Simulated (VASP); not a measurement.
# SiW12 in VASP: notebook, part 2 of 3

VASP 6.6.1. The steps go on from the part before.

## Step 3: Single point, PBE+D3(BJ)

The input, INCAR:

```
SYSTEM = SiW12
ALGO     = Normal         ! electronic algorithm
DIPOL    = 0.5 0.5 0.302
EDIFF    = 1E-7           ! SCF threshold, eV
ENCUT    = 520            ! plane-wave cutoff, eV
GGA      = PE             ! functional
IDIPOL   = 3            
ISIF     = 2              ! what is computed and relaxed
ISMEAR   = 0              ! smearing method
IVDW     = 12             ! dispersion correction
LASPH    = .True.         ! aspherical terms in the spheres
LCHARG   = .False.        ! write CHGCAR
LDIPOL   = .True.       
LREAL    = .False.        ! projectors in reciprocal space
LWAVE    = .False.        ! write WAVECAR
NBANDS   = 98             ! bands
NELM     = 80             ! most SCF steps
PREC     = Accurate       ! precision mode
SIGMA    = 0.1            ! smearing width, eV
```

The input, KPOINTS:

```
k-points
0
Gamma
  5 5 1
  0 0 0
```

The input, POSCAR:

```
SiW12
1.0
    5.6644156868      0.0000000000      0.0000000000
    0.0000000000      5.6644156868      0.0000000000
    0.0000000000      0.0000000000     21.1500668291
W Si
12 1
Direct
    0.2500000000      0.2500000000      0.1891246979
    0.2500000000      0.7500000000      0.1891246979
    0.7500000000      0.2500000000      0.1891246979
    0.7500000000      0.7500000000      0.1891246979
    0.0000000000      0.0000000000      0.2848852803
    0.0000000000      0.5000000000      0.2848852803
    0.5000000000      0.0000000000      0.2848852803
    0.5000000000      0.5000000000      0.2848852803
    0.2500000000      0.2500000000      0.3806166143
    0.2500000000      0.7500000000      0.3806166143
    0.7500000000      0.2500000000      0.3806166143
    0.7500000000      0.7500000000      0.3806166143
    0.2500000000      0.3333333333      0.5130039029
```

Potentials or basis: VASP PAW PBE potentials, release 64 (W_sv, Si).

Started as:

```
> cat potpaw_PBE.64/W_sv/POTCAR potpaw_PBE.64/Si/POTCAR > POTCAR
> mpirun -np 1 vasp_std > vasp.out
```

OUTCAR:

```text
SYSTEM = SiW12
   EDIFF = 1E-7
   ENCUT = 520
   GGA = PE
   ISIF = 2
   ISMEAR = 0
   IVDW = 12
   LASPH = .True.
   LREAL = .False.
   NELM = 80
   PREC = Accurate
 IVDW          = 12

 ion  position               nearest neighbor table
   1  0.250  0.250  0.189-   2 2.83   3 2.83   2 2.83   3 2.83   7 2.85   8 2.85   5 2.85   6 2.85

   2  0.250  0.750  0.189-   1 2.83   4 2.83   1 2.83   4 2.83   7 2.85   8 2.85   5 2.85   6 2.85

   3  0.750  0.250  0.189-   1 2.83   4 2.83   4 2.83   1 2.83   7 2.85   8 2.85   5 2.85   6 2.85
[... 15 lines left out ...]
  11  0.750  0.250  0.381-   9 2.83  12 2.83  12 2.83   9 2.83   5 2.85   6 2.85   7 2.85   8 2.85

  12  0.750  0.750  0.381-  10 2.83  11 2.83  11 2.83  10 2.83   5 2.85   6 2.85   7 2.85   8 2.85

  13  0.250  0.333  0.513-   9 2.84

  LATTYP: Found a simple tetragonal cell.
 ALAT       =     5.6644156868
 C/A-ratio  =     3.7338479375

  Lattice vectors:

 A1 = (   5.6644156868,   0.0000000000,   0.0000000000)
 A2 = (   0.0000000000,   5.6644156868,   0.0000000000)
 A3 = (   0.0000000000,   0.0000000000,  21.1500668291)

Analysis of symmetry for initial positions (statically):
=====================================================================
 Subroutine PRICEL returns:
 Original cell was already a primitive cell.

 Routine SETGRP: Setting up the symmetry group for a
 simple tetragonal supercell.

 Subroutine GETGRP returns: Found  2 space group operations
 (whereof  1 operations were pure point group operations)
 out of a pool of 16 trial point group operations.

The static configuration has the point symmetry C_1 .
 The point group associated with its full space group is C_1h.

Analysis of symmetry for dynamics (positions and initial velocities):
=====================================================================
 Subroutine PRICEL returns:
 Original cell was already a primitive cell.

 Routine SETGRP: Setting up the symmetry group for a
 simple tetragonal supercell.

 Subroutine GETGRP returns: Found  2 space group operations
 (whereof  1 operations were pure point group operations)
 out of a pool of 16 trial point group operations.

The dynamic configuration has the point symmetry C_1 .
 The point group associated with its full space group is C_1h.

 Subroutine INISYM returns: Found  2 space group operations
 (whereof  1 operations are pure point group operations),
 and found     1 'primitive' translations

----------------------------------------------------------------------------------------

                                     Primitive cell

  volume of cell :     678.6127

  direct lattice vectors                    reciprocal lattice vectors
     5.664415687  0.000000000  0.000000000     0.176540716  0.000000000  0.000000000
     0.000000000  5.664415687  0.000000000     0.000000000  0.176540716  0.000000000
     0.000000000  0.000000000 21.150066829     0.000000000  0.000000000  0.047281174

  length of vectors
     5.664415687  5.664415687 21.150066829     0.176540716  0.176540716  0.047281174

  position of ions in fractional coordinates (direct lattice)
     0.250000000  0.250000000  0.189124698
     0.250000000  0.750000000  0.189124698
     0.750000000  0.250000000  0.189124698
[... 74 lines left out ...]
   ISTART =      0    job   : 0-new  1-cont  2-samecut
   ICHARG =      2    charge: 1-file 2-atom 10-const
   ISPIN  =      1    spin polarized calculation?
   LNONCOLLINEAR =      F non collinear calculations
   LSORBIT =      F    spin-orbit coupling
   LASPH  =      T    aspherical Exc in radial PAW
   ENCUT  =  520.0 eV  38.22 Ry    6.18 a.u.  10.53 10.53 39.33*2*pi/ulx,y,z
   NELM   =     80;   NELMIN=  2; NELMDL= -5     # of ELM steps
   EDIFF  = 0.1E-06   stopping-criterion for ELM
   LREAL  =      F    real-space projection
   EDIFFG = 0.1E-05   stopping-criterion for IOM
   NSW    =      0    number of steps for IOM
   IBRION =     -1    ionic relax: 0-MD 1-quasi-New 2-CG
   NFREE  =      0    steps in history (QN), initial steepest desc. (CG)
   ISIF   =      2    stress and relaxation
   ISYM   =      2    0-nonsym 1-usesym 2-fastsym
   POTIM  = 0.5000    time-step for ionic-motion
   TEBEG  =    0.0;   TEEND  =   0.0 temperature during run
   PSTRESS=    0.0 pullay stress
   NELECT =     172.0000    total number of electrons
   NUPDOWN=      -1.0000    fix difference up-down
   EMIN   =  10.00;   EMAX   =-10.00  energy-range for DOS
   EFERMI =   0.00;   METHOD = LEGACY
   ISMEAR =     0;   SIGMA  =   0.10  broadening in eV -4-tet -1-fermi 0-gaus
   EFERMI_NEDOS =   21; number of points for ismear=-14 and -15
   IALGO  =     38    algorithm
   IMIX   =      4    mixing-type and parameters
     AMIX     =   0.40;   BMIX     =  1.00
     AMIX_MAG =   1.60;   BMIX_MAG =  1.00
  volume/ion in A,a.u.               =      52.20       352.27
  Fermi-wavevector in a.u.,A,eV,Ry     =   1.036041  1.957834 14.604238  1.073381
  Thomas-Fermi vector in A             =   2.170413
   LORBIT       =      0    0 simple, 1 ext, 2 COOP (PROOUT), +10 PAW based schemes
   GGA     = PE    functional components
   LHFCALC =     F    Hartree Fock is set to
   AEXX    =    0.0000 exact exchange contribution
   IVDW    =    12    specifies the selected vdW correction
   LEPSILON=     F    determine dielectric tensor
   LRPA    =     F    only Hartree local field effects (RPA)
 non-spin polarized calculation
 Gauss-broadening in eV      SIGMA  =   0.10
  energy-cutoff  :      520.00
  volume of cell :      678.61
 maximum number of plane-waves:     18347
 NGX is ok and might be reduce to    42
   NGX = 21   NGY = 21   NGZ = 79

 dipolmoment           0.000000      0.000000      0.031188 electrons x Angstroem

 number of electron     171.9999987 magnetization

 dipolmoment           0.000000      0.000000     -0.015297 electrons x Angstroem

 Free energy of the ion-electron system (eV)
  ---------------------------------------------------
  ext. energy  EPLUGINS =         0.00000000
  ---------------------------------------------------
  free energy    TOTEN  =      -140.63081197 eV

  energy without entropy =     -140.51553123  energy(sigma->0) =     -140.57317160

 E-fermi :   0.2684     XC(G=0):  -5.4111

 val. band max:        0.2606743806   @ k =   0.2000   0.0000   0.0000
 cond. band min:       0.2970305914   @ k =   0.0000   0.2000   0.0000
 fundamental gap:      0.0363562109
 Fermi energy:         0.2683590362

 k-point     1 :       0.0000    0.0000    0.0000
  band No.  band energies     occupation
      1     -73.6854      2.00000
      2     -73.6611      2.00000
      3     -73.6142      2.00000
      4     -73.5962      2.00000
      5     -73.5618      2.00000
      6     -73.5553      2.00000
[... 898 lines left out ...]
     97       1.2125      0.00000
     98       1.3265      0.00000

------------------------ aborting loop because EDIFF is reached ----------------------------------------

 vacuum level on the upper side and lower side of the slab       (xc-potential included)        -0.188        -0.075

 Edisp (eV)   -5.16667

 E8    (eV) :    -2.7371

  FORCE on cell =-STRESS in cart. coord.  units (eV):
  Direction    XX          YY          ZZ          XY          YZ          ZX
  --------------------------------------------------------------------------------------
  -------------------------------------------------------------------------------------
  Total     -35.41316   -35.36510    -7.81613     0.00000    -0.40620     0.00000
  in kB     -83.60905   -83.49559   -18.45357     0.00000    -0.95902     0.00000
  external pressure =      -61.85 kB  Pullay stress =        0.00 kB

 VOLUME and BASIS-vectors are now :
 -----------------------------------------------------------------------------
  energy-cutoff  :      520.00
  volume of cell :      678.61
      direct lattice vectors                 reciprocal lattice vectors
     5.664415687  0.000000000  0.000000000     0.176540716  0.000000000  0.000000000
     0.000000000  5.664415687  0.000000000     0.000000000  0.176540716  0.000000000
     0.000000000  0.000000000 21.150066829     0.000000000  0.000000000  0.047281174

 POSITION                                       TOTAL-FORCE (eV/Angst)
 -----------------------------------------------------------------------------------
      1.41610      1.41610      4.00000         0.000000     -0.048025      0.283762
      1.41610      4.24831      4.00000         0.000000      0.053134      0.054108
      4.24831      1.41610      4.00000         0.000000      0.020581      0.028730
      4.24831      4.24831      4.00000         0.000000      0.003667      0.054362
      0.00000      0.00000      6.02534        -0.172722     -0.156831     -0.342896
      0.00000      2.83221      6.02534        -0.175867      0.167050     -0.232903
      2.83221      0.00000      6.02534         0.172722     -0.156831     -0.342896
      2.83221      2.83221      6.02534         0.175867      0.167050     -0.232903
      1.41610      1.41610      8.05007         0.000000      0.204979      2.384904
      1.41610      4.24831      8.05007         0.000000     -0.144367      0.635757
      4.24831      1.41610      8.05007         0.000000      0.039424      0.517491
      4.24831      4.24831      8.05007         0.000000     -0.061714      0.136648
      1.41610      1.88814     10.85007         0.000000     -0.088117     -2.944162
 -----------------------------------------------------------------------------------
    total drift:                                0.000000     -0.000203     -0.000210

  FREE ENERGIE OF THE ION-ELECTRON SYSTEM (eV)
  ---------------------------------------------------
  free  energy   TOTEN  =      -145.7974795991 eV

  energy  without entropy=     -145.6821988591  energy(sigma->0) =     -145.73983923

 vacuum level on the upper side and lower side of the slab         4.697         4.821
```

Wall time 14 min (1 thread of AMD EPYC 9R45 (Zen 5), shared host); peak memory 0.84 GiB.

What came out:

```
Free energy                : -145.7975 eV
Largest force              : 2.945 eV/Å
Band gap on the k mesh     : zero (band 86 reaches 0.41 eV, above the bottom of band 87 at 0.10 eV)
Dispersion energy per atom : -0.397 eV
```

Forces in eV/Å, atoms in the order of the input:
```
W    0.000 -0.048  0.284
W    0.000  0.053  0.054
W    0.000  0.021  0.029
W    0.000  0.004  0.054
W   -0.173 -0.157 -0.343
W   -0.176  0.167 -0.233
W    0.173 -0.157 -0.343
W    0.176  0.167 -0.233
W    0.000  0.205  2.385
W    0.000 -0.144  0.636
W    0.000  0.039  0.517
W    0.000 -0.062  0.137
Si   0.000 -0.088 -2.944
```

Levels at points of the mesh, in eV from the Fermi level:
| k point | band 82 | band 83 | band 84 | band 85 | band 86 | band 87 | band 88 | band 89 | band 90 | band 91 |
| --- | --- | --- | --- | --- | --- | --- | --- | --- | --- | --- |
| (0.00, 0.00, 0.00) | -0.28 | -0.14 | -0.14 | -0.02 | -0.02 | 0.38 | 0.52 | 0.60 | 1.05 | 1.06 |

Caveat: spin-orbit coupling is left out, which moves the levels of the heavy elements.

(Part 2 of 3 ends here.)
